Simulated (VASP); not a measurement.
# ZnS (R3m) in VASP: single point with PBE

Aim: the single point of ZnS with PBE.

Everything below comes from runs of VASP 6.6.1. Logs are shortened: lines on timing, memory, paths and dates and some standing lists are left out, and cuts for length are marked.

## 1. The cell of the first run

Symmetry: R3m, No. 160, trigonal system. Conventional cell: a = 3.846 Å, b = 3.846 Å, c = 28.348 Å, α = 90.00°, β = 90.00°, γ = 120.00°. Zn (site symmetry 3m) has 4 S at 2.36 Å within 3.1 Å. Zn (site symmetry 3m) has 4 S at 2.36 Å within 3.1 Å. Within 3.1 Å of Zn (site symmetry 3m) lie 4 S at 2.36 Å. S (site symmetry 3m) has 4 Zn at 2.36 Å within 3.1 Å. Within 3.1 Å of S (site symmetry 3m) lie 4 Zn at 2.36 Å. S (site symmetry 3m) has 4 Zn at 2.36 Å within 3.1 Å.

## 2. Single point, PBE

INCAR

```
ALGO = Normal ; EDIFF = 1E-6
ENCUT = 520 ; GGA = PE
ISIF = 2 ; ISMEAR = 0
ISYM = 0 ; KPAR = 4
LASPH = True ; LCHARG = False
LREAL = False ; LWAVE = False
NBANDS = 66 ; NELM = 100
PREC = Accurate ; SIGMA = 0.05
```

KPOINTS

```
k-points
0
Gamma
  8 8 2
```

POSCAR

```
ZnS
1.0
   -3.8462043731      0.0000000000      0.0000000000
   -1.9231021865     -3.3309106952      0.0000000000
   -1.9231021865     -1.1103035651     18.8985751533
Zn S
6 6
Direct
    0.0000170468      0.0000170468      0.9999488596
    0.5000170468      0.5000170468      0.4999488596
    0.3888730775      0.3888730775      0.8333807676
    0.8888730775      0.8888730775      0.3333807676
    0.2777339568      0.2777339568      0.1667981296
    0.7777339568      0.7777339568      0.6667981296
    0.4583524461      0.4583524461      0.6249426616
    0.9583524461      0.9583524461      0.1249426616
    0.2360734508      0.2360734508      0.2917796476
    0.7360734508      0.7360734508      0.7917796476
    0.3472870220      0.3472870220      0.9581389341
    0.8472870220      0.8472870220      0.4581389341
```

Potentials or basis: VASP PAW PBE potentials, release 64 (Zn, S).

On the command line:

```bash
> cat potpaw_PBE.64/Zn/POTCAR potpaw_PBE.64/S/POTCAR > POTCAR
> mpirun -np 4 vasp_std > vasp.out
```

OUTCAR:

```text
EDIFF = 1E-6
   ENCUT = 520
   GGA = PE
   ISIF = 2
   ISMEAR = 0
   ISYM = 0
   LASPH = True
   LREAL = False
   NELM = 100
   PREC = Accurate

 ion  position               nearest neighbor table
   1  0.000  0.000  1.000-  11 2.36  11 2.36  11 2.36   8 2.36
   2  0.500  0.500  0.500-  12 2.36  12 2.36  12 2.36   7 2.36
   3  0.389  0.389  0.833-  10 2.36  10 2.36  10 2.36  11 2.36
   4  0.889  0.889  0.333-   9 2.36   9 2.36   9 2.36  12 2.36
   5  0.278  0.278  0.167-   8 2.36   8 2.36   8 2.36   9 2.36
   6  0.778  0.778  0.667-   7 2.36   7 2.36   7 2.36  10 2.36
   7  0.458  0.458  0.625-   6 2.36   6 2.36   6 2.36   2 2.36
   8  0.958  0.958  0.125-   5 2.36   5 2.36   5 2.36   1 2.36
   9  0.236  0.236  0.292-   4 2.36   4 2.36   4 2.36   5 2.36
  10  0.736  0.736  0.792-   3 2.36   3 2.36   3 2.36   6 2.36
  11  0.347  0.347  0.958-   1 2.36   1 2.36   1 2.36   3 2.36
  12  0.847  0.847  0.458-   2 2.36   2 2.36   2 2.36   4 2.36

IMPORTANT INFORMATION: All symmetrisations will be switched off!
NOSYMM: (Re-)initialisation of all symmetry stuff for point group C_1.

----------------------------------------------------------------------------------------

                                     Primitive cell

  volume of cell :     242.1165

  direct lattice vectors                    reciprocal lattice vectors
    -3.846204373  0.000000000  0.000000000    -0.259996584  0.150109098 -0.017638014
    -1.923102186 -3.330910695  0.000000000     0.000000000 -0.300218196 -0.017638014
    -1.923102186 -1.110303565 18.898575153     0.000000000  0.000000000  0.052914042

  length of vectors
     3.846204373  3.846204373 19.028590038     0.300735872  0.300735872  0.052914042

  position of ions in fractional coordinates (direct lattice)
     0.000017047  0.000017047  0.999948860
     0.500017047  0.500017047  0.499948860
     0.388873078  0.388873078  0.833380768
     0.888873078  0.888873078  0.333380768
     0.277733957  0.277733957  0.166798130
     0.777733957  0.777733957  0.666798130
     0.458352446  0.458352446  0.624942662
     0.958352446  0.958352446  0.124942662
     0.236073451  0.236073451  0.291779648
     0.736073451  0.736073451  0.791779648
     0.347287022  0.347287022  0.958138934
     0.847287022  0.847287022  0.458138934

  ion indices of the primitive-cell ions
   primitive index   ion index
                 1           1
                 2           2
                 3           3
                 4           4
                 5           5
                 6           6
                 7           7
                 8           8
                 9           9
                10          10
                11          11
                12          12

----------------------------------------------------------------------------------------

 KPOINTS: k-points

Automatic generation of k-mesh.
 Grid dimensions read from file:
 generate k-points for:    8    8    2

 Generating k-lattice:

  Cartesian coordinates                     Fractional coordinates (reciprocal lattice)
    -0.032499573  0.018763637 -0.002204752     0.125000000  0.000000000  0.000000000
     0.000000000 -0.037527275 -0.002204752     0.000000000  0.125000000 -0.000000000
     0.000000000  0.000000000  0.026457021     0.000000000  0.000000000  0.500000000

  Length of vectors
     0.037591984  0.037591984  0.026457021

  Shift w.r.t. Gamma in fractional coordinates (k-lattice)
     0.000000000  0.000000000  0.000000000

 -----------------------------------------------------------------------------
|                                                                             |
|           W    W    AA    RRRRR   N    N  II  N    N   GGGG   !!!           |
|           W    W   A  A   R    R  NN   N  II  NN   N  G    G  !!!           |
|           W    W  A    A  R    R  N N  N  II  N N  N  G       !!!           |
|           W WW W  AAAAAA  RRRRR   N  N N  II  N  N N  G  GGG   !            |
|           WW  WW  A    A  R   R   N   NN  II  N   NN  G    G                |
|           W    W  A    A  R    R  N    N  II  N    N   GGGG   !!!           |
|                                                                             |
|     Your reciprocal lattice and k-lattice belong to different lattice       |
|     classes:                                                                |
|                                                                             |
|        The reciprocal lattice is rhombohedral (trigonal),                   |
|        whereas your k-lattice is base-centered monoclinic.                  |
|                                                                             |
|     Results are often still useful ...                                      |
|                                                                             |
 -----------------------------------------------------------------------------

 WARNING: IBZKPT: internal override: KBLOWUP is changed to .FALSE.
      ... skipping the blow-up phase ...

 Subroutine IBZKPT returns following result:
 ===========================================

 Found     68 irreducible k-points:

 Following reciprocal coordinates:
            Coordinates               Weight
  0.000000  0.000000  0.000000      1.000000
  0.125000  0.000000  0.000000      2.000000
  0.250000  0.000000  0.000000      2.000000
  0.375000 -0.000000  0.000000      2.000000
  0.500000  0.000000  0.000000      1.000000
  0.000000  0.125000  0.000000      2.000000
[... 16 lines left out ...]
  0.125000  0.375000  0.000000      2.000000
  0.250000  0.375000  0.000000      2.000000
 [... further k-points ...]
   k-points           NKPTS =     68   k-points in BZ     NKDIM =     68   number of bands    NBANDS=     66
   number of dos      NEDOS =    301   number of ions     NIONS =     12
   total plane-waves  NPLWV = 129600
   dimension x,y,z NGX =    30 NGY =   30 NGZ =  144
   dimension x,y,z NGXF=    60 NGYF=   60 NGZF=  288
   ions per type =               6   6
   NGX,Y,Z   is equivalent  to a cutoff of  12.97, 12.97, 12.58 a.u.
   NGXF,Y,Z  is equivalent  to a cutoff of  25.93, 25.93, 25.16 a.u.
 SYSTEM =  unknown system
   PREC   = accura    normal or accurate (medium, high low for compatibility)
   ISTART =      0    job   : 0-new  1-cont  2-samecut
   ICHARG =      2    charge: 1-file 2-atom 10-const
   ISPIN  =      1    spin polarized calculation?
   LNONCOLLINEAR =      F non collinear calculations
   LSORBIT =      F    spin-orbit coupling
   LASPH  =      T    aspherical Exc in radial PAW
   ENCUT  =  520.0 eV  38.22 Ry    6.18 a.u.   7.15  7.15 35.38*2*pi/ulx,y,z
   NELM   =    100;   NELMIN=  2; NELMDL= -5     # of ELM steps
   EDIFF  = 0.1E-05   stopping-criterion for ELM
   LREAL  =      F    real-space projection
   EDIFFG = 0.1E-04   stopping-criterion for IOM
   NSW    =      0    number of steps for IOM
   IBRION =     -1    ionic relax: 0-MD 1-quasi-New 2-CG
   NFREE  =      0    steps in history (QN), initial steepest desc. (CG)
   ISIF   =      2    stress and relaxation
   ISYM   =      0    0-nonsym 1-usesym 2-fastsym
   POTIM  = 0.5000    time-step for ionic-motion
   TEBEG  =    0.0;   TEEND  =   0.0 temperature during run
   PSTRESS=    0.0 pullay stress
   NELECT =     108.0000    total number of electrons
   NUPDOWN=      -1.0000    fix difference up-down
   EMIN   =  10.00;   EMAX   =-10.00  energy-range for DOS
   EFERMI =   0.00;   METHOD = LEGACY
   ISMEAR =     0;   SIGMA  =   0.05  broadening in eV -4-tet -1-fermi 0-gaus
   EFERMI_NEDOS =   21; number of points for ismear=-14 and -15
   IALGO  =     38    algorithm
   IMIX   =      4    mixing-type and parameters
     AMIX     =   0.40;   BMIX     =  1.00
     AMIX_MAG =   1.60;   BMIX_MAG =  1.00
  volume/ion in A,a.u.               =      20.18       136.16
  Fermi-wavevector in a.u.,A,eV,Ry     =   1.250858  2.363779 21.288291  1.564645
  Thomas-Fermi vector in A             =   2.384832
   LORBIT       =      0    0 simple, 1 ext, 2 COOP (PROOUT), +10 PAW based schemes
   GGA     = PE    functional components
   LHFCALC =     F    Hartree Fock is set to
   AEXX    =    0.0000 exact exchange contribution
   IVDW    =     0    specifies the selected vdW correction
   LEPSILON=     F    determine dielectric tensor
   LRPA    =     F    only Hartree local field effects (RPA)
 non-spin polarized calculation
 Gauss-broadening in eV      SIGMA  =   0.05
  energy-cutoff  :      520.00
  volume of cell :      242.12
 maximum number of plane-waves:      6561
 NGX is ok and might be reduce to    30
   NGX = 15   NGY = 15   NGZ = 71

 number of electron     107.9999998 magnetization

 Free energy of the ion-electron system (eV)
  ---------------------------------------------------
  ext. energy  EPLUGINS =         0.00000000
  ---------------------------------------------------
  free energy    TOTEN  =       -41.09280751 eV

  energy without entropy =      -41.09280751  energy(sigma->0) =      -41.09280751

 E-fermi :   2.1813     XC(G=0):  -9.5203

 val. band max:        1.9115926833   @ k =   0.0000   0.0000   0.0000
 cond. band min:       3.9718960895   @ k =   0.0000   0.0000   0.0000
 fundamental gap:      2.0603034061
 Fermi energy:         2.1813085562

 k-point     1 :       0.0000    0.0000    0.0000
  band No.  band energies     occupation
      1     -11.0909      2.00000
      2     -10.8989      2.00000
      3     -10.8917      2.00000
      4     -10.4591      2.00000
      5     -10.4508      2.00000
      6     -10.2027      2.00000
[... 58 lines left out ...]
     65       8.4169      0.00000
     66       8.4254      0.00000

 k-point     2 :       0.1250    0.0000    0.0000
  band No.  band energies     occupation
      1     -10.9903      2.00000
      2     -10.8183      2.00000
      3     -10.7872      2.00000
      4     -10.4027      2.00000
      5     -10.3664      2.00000
      6     -10.1480      2.00000
[... 1576 lines left out ...]
     65       8.1455      0.00000
     66       8.3419      0.00000

 [... further k-points ...]

------------------------ aborting loop because EDIFF is reached ----------------------------------------

  FORCE on cell =-STRESS in cart. coord.  units (eV):
  Direction    XX          YY          ZZ          XY          YZ          ZX
  --------------------------------------------------------------------------------------
  -------------------------------------------------------------------------------------
  Total        0.2952185      0.2950651      0.2535585      0.0001642      0.0000347      0.0001286
  in kB        1.9535733      1.9525584      1.6778935      0.0010865      0.0002295      0.0008511
  external PRESSURE =       1.8613417 kB  Pullay stress =       0.0000000 kB

 VOLUME and BASIS-vectors are now :
 -----------------------------------------------------------------------------
  energy-cutoff  :      520.00
  volume of cell :      242.12
      direct lattice vectors                 reciprocal lattice vectors
    -3.846204373  0.000000000  0.000000000    -0.259996584  0.150109098 -0.017638014
    -1.923102186 -3.330910695  0.000000000     0.000000000 -0.300218196 -0.017638014
    -1.923102186 -1.110303565 18.898575153     0.000000000  0.000000000  0.052914042

 POSITION                                       TOTAL-FORCE (eV/Angst)
 -----------------------------------------------------------------------------------
     -1.92310     -1.11030     18.89761         0.000028      0.000019      0.002121
     -3.84620     -2.22061      9.44832         0.000028      0.000018      0.002113
     -3.84620     -2.22061     15.74971        -0.000334     -0.000192      0.004021
     -5.76931     -3.33091      6.30042        -0.000336     -0.000192      0.004029
     -1.92310     -1.11030      3.15225         0.000291      0.000170      0.003058
     -5.76931     -3.33091     12.60153         0.000290      0.000169      0.003039
     -3.84620     -2.22061     11.81053         0.000003      0.000000     -0.002129
     -5.76931     -3.33091      2.36124         0.000004      0.000001     -0.002164
     -1.92310     -1.11030      5.51422         0.000020      0.000010     -0.004257
     -5.76931     -3.33091     14.96351         0.000018      0.000013     -0.004273
     -3.84620     -2.22061     18.10746        -0.000007     -0.000010     -0.002782
     -5.76931     -3.33091      8.65817        -0.000005     -0.000006     -0.002778
 -----------------------------------------------------------------------------------
    total drift:                               -0.000039     -0.000041     -0.000230

  FREE ENERGIE OF THE ION-ELECTRON SYSTEM (eV)
  ---------------------------------------------------
  free  energy   TOTEN  =       -41.0928075117 eV

  energy  without entropy=      -41.0928075117  energy(sigma->0) =      -41.09280751
```

Wall time 5.6 min (4 MPI ranks of Oxide Virtual Turin-like, shared host); peak memory 0.85 GiB.

Results:

```yaml
Free_energy: -41.0928 eV
Pressure: 0.2 GPa
Largest_force: 0.004 eV/Å
Band_gap_on_the_k_mesh: 2.06 eV
```

Forces on the atoms (eV/Å):
```
Zn   0.000  0.000  0.002
Zn   0.000  0.000  0.002
Zn   0.000  0.000  0.004
Zn   0.000  0.000  0.004
Zn   0.000  0.000  0.003
Zn   0.000  0.000  0.003
S    0.000  0.000 -0.002
S    0.000  0.000 -0.002
S    0.000  0.000 -0.004
S    0.000  0.000 -0.004
S    0.000  0.000 -0.003
S    0.000  0.000 -0.003
```

Levels at points of the mesh, in eV from the valence-band top:
| k point | band 51 | band 52 | band 53 | band 54 | band 55 | band 56 | band 57 | band 58 |
| --- | --- | --- | --- | --- | --- | --- | --- | --- |
| (0.00, 0.00, 0.00) | -0.23 | -0.05 | 0.00 | 0.00 | 2.06 | 3.12 | 3.18 | 3.26 |
| (0.50, 0.00, 0.00) | -1.29 | -1.29 | -0.95 | -0.95 | 3.55 | 3.55 | 3.64 | 3.64 |
| (0.00, 0.50, 0.00) | -1.29 | -1.29 | -0.95 | -0.95 | 3.55 | 3.55 | 3.64 | 3.64 |
| (0.50, 0.50, 0.00) | -1.22 | -1.21 | -1.21 | -0.84 | 3.33 | 3.34 | 3.67 | 3.89 |
| (0.00, 0.00, 0.50) | -0.06 | -0.06 | -0.06 | -0.06 | 2.55 | 2.55 | 3.17 | 3.17 |
| (0.50, 0.00, 0.50) | -1.22 | -1.21 | -1.21 | -0.84 | 3.33 | 3.34 | 3.67 | 3.89 |
| (0.00, 0.50, 0.50) | -1.22 | -1.21 | -1.21 | -0.84 | 3.33 | 3.34 | 3.67 | 3.89 |
| (0.50, 0.50, 0.50) | -1.29 | -1.29 | -0.95 | -0.95 | 3.55 | 3.55 | 3.64 | 3.64 |

A k mesh can miss the band edges.
